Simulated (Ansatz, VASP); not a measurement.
Two plane-wave programs on Sn

```
Sn
1.0
     2.25953    1.30454    4.19002
    -2.25953    1.30454    4.19002
     0.00000   -2.60908    4.19002
Sn
2
Direct
  0.22754 0.22754 0.22754
  0.77246 0.77246 0.77246
```

Alike in both runs: task relaxation of cell and atoms; functional PBE; k mesh 6 × 6 × 6; occupations gaussian, width 0.1 eV; no spin polarisation.

|  | VASP | Ansatz |
| --- | --- | --- |
| version | VASP 6.6.1 | Ansatz 0.2.0 |
| potentials or method | VASP PAW PBE potentials, release 64 (Sn_d), cutoff 600 eV | scalar-relativistic, plane waves, PAW |
| valence electrons in the cell | 28 | 28 |

Ansatz gave:

```
gap on the k mesh at the Fermi level, each at its own relaxed structure (eV) : none
relaxed volume (Å³/atom)                                                     : 29.47
relaxed cell length with the largest relative difference (Å)                 : 4.431
```

Q: What did VASP give for the same quantities?

A: gap on the k mesh at the Fermi level, each at its own relaxed structure (eV): none; relaxed volume (Å³/atom): 29.47; relaxed cell length with the largest relative difference (Å): 4.395.

A gap of «none» marks a metal or a gap that the smearing closes.

Noted on VASP's run: the volume moved by over 15 % at a fixed basis, so the end points are rough.
